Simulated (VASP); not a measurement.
**TePb: single point with r2SCAN**

TePb:

```xyz
2
Lattice="0.0000 3.2310 3.2310 3.2310 0.0000 3.2310 3.2310 3.2310 0.0000" Properties=species:S:1:pos:R:3 pbc="T T T"
Te    3.2310    3.2310    3.2310
Pb    0.0000    0.0000    0.0000
```

```json
{
 "Program": "VASP 6.6.1",
 "Task": "single point",
 "Functional": "r2SCAN",
 "Potentials or basis": "VASP PAW PBE potentials, release 64 (Te, Pb_d)",
 "Cutoff": "520 eV",
 "k mesh": "3 × 3 × 3",
 "Occupations": "gaussian, width 0.01 eV",
 "Spin": "no spin polarisation",
 "Dipole correction": "no",
 "Further INCAR settings": "ALGO = Normal; EDIFF = 1e-06; NBANDS = 17"
}
```

```json
{
 "Pressure": "1.6 GPa"
}
```

Levels at points of the mesh, in eV from the Fermi level:
```csv
k point,band 8,band 9,band 10,band 11,band 12,band 13
"(0.00, 0.00, 0.00)",-1.19,-1.19,-1.19,4.67,4.67,4.67
```

Wall time 27 s on 1 thread of Intel(R) Xeon(R) Platinum 8375C CPU @ 2.90GHz (Ice Lake) (shared host), peak memory 0.21 GiB.

Caveat: the k points lie up to 0.56 Å⁻¹ apart; this odd mesh misses L, where the gap lies, so gap, dielectric constants and Born charges aren't listed; the PAW data sets were made with another functional, which shifts forces and pressure a little; spin-orbit coupling is left out, which moves the levels of the heavy elements.
